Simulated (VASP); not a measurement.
# PbSe (I4/mmm) in VASP: further runs

Runs on PbSe. Level: LDA. Tasks: single point.

Program: VASP 6.6.1. These are calculated values, not measurements. Logs are shortened: lines on timing, memory, paths and dates and some standing lists are left out, and cuts for length are marked.

## Step 1: The cell of the first run

The structure is tetragonal, space group I4/mmm (No. 139). Conventional cell: a = 3.968 Å, b = 3.968 Å, c = 7.295 Å, α = 90.00°, β = 90.00°, γ = 90.00°. Within 3.7 Å of Pb (site symmetry 4/mmm) lie 6 Se at 2.81 to 3.65 Å. Se (site symmetry 4/mmm) has 6 Pb at 2.81 to 3.65 Å within 3.7 Å.

## Step 2: Single point, LDA

INCAR

```
  ALGO = Normal
  EDIFF = 1E-6
  ENCUT = 520
  ISIF = 2
  ISMEAR = 0
  LASPH = T
  LCHARG = F
  LREAL = F
  LWAVE = F
  NBANDS = 17
  NELM = 60
  PREC = Accurate
  SIGMA = 0.03
```

KPOINTS

```
k-points
0
Gamma
  10 10 10
```

POSCAR

```
PbSe
1.0
    0.0000000000      2.8057265606      3.6474445287
    2.8057265606      0.0000000000      3.6474445287
    2.8057265606      2.8057265606      0.0000000000
Pb Se
1 1
Direct
    0.0000000000      0.0000000000      0.0000000000
    0.5000000000      0.5000000000      0.5000000000
```

Potentials or basis: VASP PAW LDA potentials, release 64 (Pb_d, Se).

Command:

```sh
cat potpaw_LDA.64/Pb_d/POTCAR potpaw_LDA.64/Se/POTCAR > POTCAR
mpirun -np 1 vasp_std > vasp.out
```

OUTCAR:

```text
EDIFF = 1E-6
   ENCUT = 520
   ISIF = 2
   ISMEAR = 0
   LASPH = T
   LREAL = F
   NELM = 60
   PREC = Accurate

 ion  position               nearest neighbor table
   1  0.000  0.000  0.000-   2 2.81   2 2.81   2 2.81   2 2.81
   2  0.500  0.500  0.500-   1 2.81   1 2.81   1 2.81   1 2.81

  LATTYP: Found a body centered tetragonal cell.
 ALAT       =     3.9678965543
 C/A-ratio  =     1.8384776310

  Lattice vectors:

 A1 = (  -2.8057265606,   0.0000000000,   3.6474445287)
 A2 = (   2.8057265606,   0.0000000000,   3.6474445287)
 A3 = (   0.0000000000,   2.8057265606,  -3.6474445287)

Analysis of symmetry for initial positions (statically):
=====================================================================
 Subroutine PRICEL returns:
 Original cell was already a primitive cell.

 Routine SETGRP: Setting up the symmetry group for a
 body centered tetragonal supercell.

 Subroutine GETGRP returns: Found 16 space group operations
 (whereof 16 operations were pure point group operations)
 out of a pool of 16 trial point group operations.

The static configuration has the point symmetry D_4h.

Analysis of symmetry for dynamics (positions and initial velocities):
=====================================================================
 Subroutine PRICEL returns:
 Original cell was already a primitive cell.

 Routine SETGRP: Setting up the symmetry group for a
 body centered tetragonal supercell.

 Subroutine GETGRP returns: Found 16 space group operations
 (whereof 16 operations were pure point group operations)
 out of a pool of 16 trial point group operations.

The dynamic configuration has the point symmetry D_4h.

 Subroutine INISYM returns: Found 16 space group operations
 (whereof 16 operations are pure point group operations),
 and found     1 'primitive' translations

----------------------------------------------------------------------------------------

                                     Primitive cell

  volume of cell :      57.4261

  direct lattice vectors                    reciprocal lattice vectors
     0.000000000  2.805726561  3.647444529    -0.178206960  0.178206960  0.137082277
     2.805726561  0.000000000  3.647444529     0.178206960 -0.178206960  0.137082277
     2.805726561  2.805726561  0.000000000     0.178206960  0.178206960 -0.137082277

  length of vectors
     4.601733708  4.601733708  3.967896554     0.286891951  0.286891951  0.286891951

  position of ions in fractional coordinates (direct lattice)
     0.000000000  0.000000000  0.000000000
     0.500000000  0.500000000  0.500000000

  ion indices of the primitive-cell ions
   primitive index   ion index
                 1           1
                 2           2

----------------------------------------------------------------------------------------

 KPOINTS: k-points

Automatic generation of k-mesh.
 Grid dimensions read from file:
 generate k-points for:   10   10   10

 Generating k-lattice:

  Cartesian coordinates                     Fractional coordinates (reciprocal lattice)
    -0.017820696  0.017820696  0.013708228     0.100000000  0.000000000  0.000000000
     0.017820696 -0.017820696  0.013708228     0.000000000  0.100000000  0.000000000
     0.017820696  0.017820696 -0.013708228     0.000000000  0.000000000  0.100000000

  Length of vectors
     0.028689195  0.028689195  0.028689195

  Shift w.r.t. Gamma in fractional coordinates (k-lattice)
     0.000000000  0.000000000  0.000000000

 Subroutine IBZKPT returns following result:
 ===========================================

 Found    102 irreducible k-points:

 Following reciprocal coordinates:
            Coordinates               Weight
  0.000000  0.000000  0.000000      1.000000
  0.100000  0.000000  0.000000      8.000000
  0.200000  0.000000  0.000000      8.000000
  0.300000 -0.000000  0.000000      8.000000
  0.400000 -0.000000  0.000000      8.000000
  0.500000 -0.000000  0.000000      4.000000
[... 16 lines left out ...]
  0.300000  0.300000  0.000000      2.000000
  0.400000  0.300000  0.000000      8.000000
 [... further k-points ...]
   k-points           NKPTS =    102   k-points in BZ     NKDIM =    102   number of bands    NBANDS=     17
   number of dos      NEDOS =    301   number of ions     NIONS =      2
   total plane-waves  NPLWV =  38880
   dimension x,y,z NGX =    36 NGY =   36 NGZ =   30
   dimension x,y,z NGXF=    72 NGYF=   72 NGZF=   60
   ions per type =               1   1
   NGX,Y,Z   is equivalent  to a cutoff of  13.01, 13.01, 12.57 a.u.
   NGXF,Y,Z  is equivalent  to a cutoff of  26.01, 26.01, 25.14 a.u.
 SYSTEM =  unknown system
   PREC   = accura    normal or accurate (medium, high low for compatibility)
   ISTART =      0    job   : 0-new  1-cont  2-samecut
   ICHARG =      2    charge: 1-file 2-atom 10-const
   ISPIN  =      1    spin polarized calculation?
   LNONCOLLINEAR =      F non collinear calculations
   LSORBIT =      F    spin-orbit coupling
   LASPH  =      T    aspherical Exc in radial PAW
   ENCUT  =  520.0 eV  38.22 Ry    6.18 a.u.   8.56  8.56  7.38*2*pi/ulx,y,z
   NELM   =     60;   NELMIN=  2; NELMDL= -5     # of ELM steps
   EDIFF  = 0.1E-05   stopping-criterion for ELM
   LREAL  =      F    real-space projection
   EDIFFG = 0.1E-04   stopping-criterion for IOM
   NSW    =      0    number of steps for IOM
   IBRION =     -1    ionic relax: 0-MD 1-quasi-New 2-CG
   NFREE  =      0    steps in history (QN), initial steepest desc. (CG)
   ISIF   =      2    stress and relaxation
   ISYM   =      2    0-nonsym 1-usesym 2-fastsym
   POTIM  = 0.5000    time-step for ionic-motion
   TEBEG  =    0.0;   TEEND  =   0.0 temperature during run
   PSTRESS=    0.0 pullay stress
   NELECT =      20.0000    total number of electrons
   NUPDOWN=      -1.0000    fix difference up-down
   EMIN   =  10.00;   EMAX   =-10.00  energy-range for DOS
   EFERMI =   0.00;   METHOD = LEGACY
   ISMEAR =     0;   SIGMA  =   0.03  broadening in eV -4-tet -1-fermi 0-gaus
   EFERMI_NEDOS =   21; number of points for ismear=-14 and -15
   IALGO  =     38    algorithm
   IMIX   =      4    mixing-type and parameters
     AMIX     =   0.40;   BMIX     =  1.00
     AMIX_MAG =   1.60;   BMIX_MAG =  1.00
  volume/ion in A,a.u.               =      28.71       193.77
  Fermi-wavevector in a.u.,A,eV,Ry     =   1.151812  2.176610 18.050462  1.326672
  Thomas-Fermi vector in A             =   2.288467
   LORBIT       =      0    0 simple, 1 ext, 2 COOP (PROOUT), +10 PAW based schemes
   GGA     = CA    functional components
   LHFCALC =     F    Hartree Fock is set to
   AEXX    =    0.0000 exact exchange contribution
   IVDW    =     0    specifies the selected vdW correction
   LEPSILON=     F    determine dielectric tensor
   LRPA    =     F    only Hartree local field effects (RPA)
 non-spin polarized calculation
 Gauss-broadening in eV      SIGMA  =   0.03
  energy-cutoff  :      520.00
  volume of cell :       57.43
 maximum number of plane-waves:      1589
 NGX is ok and might be reduce to    36
   NGX = 17   NGY = 17   NGZ = 15

 number of electron      19.9999997 magnetization

 Free energy of the ion-electron system (eV)
  ---------------------------------------------------
  ext. energy  EPLUGINS =         0.00000000
  ---------------------------------------------------
  free energy    TOTEN  =        -8.75192372 eV

  energy without entropy =       -8.75187721  energy(sigma->0) =       -8.75190047

 E-fermi :   5.2936     XC(G=0):  -9.7416

 val. band max:        5.2455999852   @ k =  -0.2000   0.2000   0.0000
 cond. band min:       5.3428590206   @ k =  -0.4000   0.0000   0.1000
 fundamental gap:      0.0972590354
 Fermi energy:         5.2936476497

 k-point     1 :       0.0000    0.0000    0.0000
  band No.  band energies     occupation
      1     -12.0142      2.00000
      2     -11.8409      2.00000
      3     -11.8409      2.00000
      4     -11.8323      2.00000
      5     -11.8035      2.00000
      6      -9.0047      2.00000
[... 9 lines left out ...]
     16      12.2650      0.00000
     17      12.2650      0.00000

 k-point     2 :       0.1000    0.0000    0.0000
  band No.  band energies     occupation
      1     -12.0045      2.00000
      2     -11.8431      2.00000
      3     -11.8397      2.00000
      4     -11.8263      2.00000
      5     -11.8103      2.00000
      6      -8.9315      2.00000
[... 9 lines left out ...]
     16      11.9367      0.00000
     17      12.4273      0.00000

 k-point     3 :       0.2000    0.0000    0.0000
  band No.  band energies     occupation
      1     -11.9812      2.00000
      2     -11.8487      2.00000
      3     -11.8372      2.00000
      4     -11.8274      2.00000
      5     -11.8090      2.00000
      6      -8.7193      2.00000
[... 9 lines left out ...]
     16      12.3164      0.00000
     17      12.8336      0.00000

 k-point     4 :       0.3000   -0.0000    0.0000
  band No.  band energies     occupation
      1     -11.9565      2.00000
      2     -11.8557      2.00000
      3     -11.8511      2.00000
      4     -11.8313      2.00000
      5     -11.7847      2.00000
      6      -8.4015      2.00000
[... 9 lines left out ...]
     16      13.4688      0.00000
     17      13.4767      0.00000
[... 343 lines left out ...]
      1     -11.9341      2.00000
      2     -11.8678      2.00000
      3     -11.8634      2.00000
      4     -11.8314      2.00000
      5     -11.7624      2.00000
      6      -8.1690      2.00000
[... 9 lines left out ...]
     16      13.3843      0.00000
     17      15.2589      0.00000

 k-point    23 :       0.3000    0.3000    0.0000
  band No.  band energies     occupation
      1     -12.0495      2.00000
      2     -11.8367      2.00000
      3     -11.8280      2.00000
      4     -11.8280      2.00000
      5     -11.8006      2.00000
      6      -8.6201      2.00000
[... 9 lines left out ...]
     16      14.7834      0.00000
     17      15.8194      0.00000

 k-point    24 :       0.4000    0.3000    0.0000
  band No.  band energies     occupation
      1     -12.0446      2.00000
      2     -11.8317      2.00000
      3     -11.8282      2.00000
      4     -11.8254      2.00000
      5     -11.8069      2.00000
      6      -8.4780      2.00000
[... 9 lines left out ...]
     16      15.3304      0.00000
     17      17.1875      0.00000

 [... further k-points ...]

------------------------ aborting loop because EDIFF is reached ----------------------------------------

  FORCE on cell =-STRESS in cart. coord.  units (eV):
  Direction    XX          YY          ZZ          XY          YZ          ZX
  --------------------------------------------------------------------------------------
  -------------------------------------------------------------------------------------
  Total        4.4335708      4.4335708     -2.4433272      0.0000000     -0.0000000      0.0000000
  in kB      123.6957718    123.6957718    -68.1683585      0.0000000     -0.0000000      0.0000000
  external PRESSURE =      59.7410617 kB  Pullay stress =       0.0000000 kB

 VOLUME and BASIS-vectors are now :
 -----------------------------------------------------------------------------
  energy-cutoff  :      520.00
  volume of cell :       57.43
      direct lattice vectors                 reciprocal lattice vectors
     0.000000000  2.805726561  3.647444529    -0.178206960  0.178206960  0.137082277
     2.805726561  0.000000000  3.647444529     0.178206960 -0.178206960  0.137082277
     2.805726561  2.805726561  0.000000000     0.178206960  0.178206960 -0.137082277

 POSITION                                       TOTAL-FORCE (eV/Angst)
 -----------------------------------------------------------------------------------
      0.00000      0.00000      0.00000         0.000000      0.000000     -0.000000
      2.80573      2.80573      3.64744        -0.000000     -0.000000      0.000000
 -----------------------------------------------------------------------------------
    total drift:                               -0.000000      0.000000      0.000000

  FREE ENERGIE OF THE ION-ELECTRON SYSTEM (eV)
  ---------------------------------------------------
  free  energy   TOTEN  =        -8.7519237220 eV

  energy  without entropy=       -8.7518772122  energy(sigma->0) =       -8.75190047
```

It took 41 s on 1 thread of Intel Xeon 6975P-C (Granite Rapids), shared host; peak memory 0.23 GiB.

Results:

```
Free energy            : -8.7519 eV
Pressure               : 6.0 GPa
Band gap on the k mesh : zero (bands 10 and 11 overlap by 0.40 eV)
```

Caveat: the cell stands under pressure; semilocal functionals underestimate gaps, so a narrow gap can read as zero; spin-orbit coupling is left out, which moves the levels of the heavy elements.

(Part 1 of 2 ends here.)
